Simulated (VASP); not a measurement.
BaLi2S2, 5 atoms in the cell. Symmetry: P-3m1, No. 164, trigonal system. Conventional cell: a = 4.341 Å, b = 4.341 Å, c = 7.207 Å, α = 90.00°, β = 90.00°, γ = 120.00°. Within 4.4 Å of Ba (site symmetry -3m) lie 6 S at 3.18 Å and 6 Li at 3.75 Å and 6 Ba at 4.34 Å. Li (site symmetry 3m) has 4 S at 2.46 to 2.64 Å and 3 Li at 2.98 Å within 3.2 Å. Within 3.2 Å of S (site symmetry 3m) lie 4 Li at 2.46 to 2.64 Å and 3 Ba at 3.18 Å. 

```yaml
Program: VASP 6.6.1
Task: relaxation of shape and atoms at fixed volume
Functional: PBE
Potentials_or_basis: VASP PAW PBE potentials, release 64 (Ba_sv, Li_sv, S)
Cutoff: 600 eV
k_mesh: 6 × 6 × 4
Occupations: gaussian, width 0.02 eV
Spin: no spin polarisation
Dipole_correction: no
Further_INCAR_settings: ALGO = Normal; EDIFF = 1e-07; IBRION = 2; EDIFFG = -0.01; NSW = 50; ISIF = 4
```

Potentials or basis: VASP PAW PBE potentials, release 64 (Ba_sv, Li_sv, S).

The run is started by

```sh
$ cat potpaw_PBE.64/Ba_sv/POTCAR potpaw_PBE.64/Li_sv/POTCAR potpaw_PBE.64/S/POTCAR > POTCAR
$ mpirun -np 1 vasp_std > vasp.out
```

Hardware: 1 thread of Intel(R) Xeon(R) Platinum 8375C CPU @ 2.90GHz (Ice Lake), on a shared host.

How long does it take, and how much memory?

Wall time 2.9 min on 1 thread of Intel(R) Xeon(R) Platinum 8375C CPU @ 2.90GHz (Ice Lake), on a shared host, peak memory 0.3 GiB. Counts: scf iterations 34, k points 24, ion steps 4.
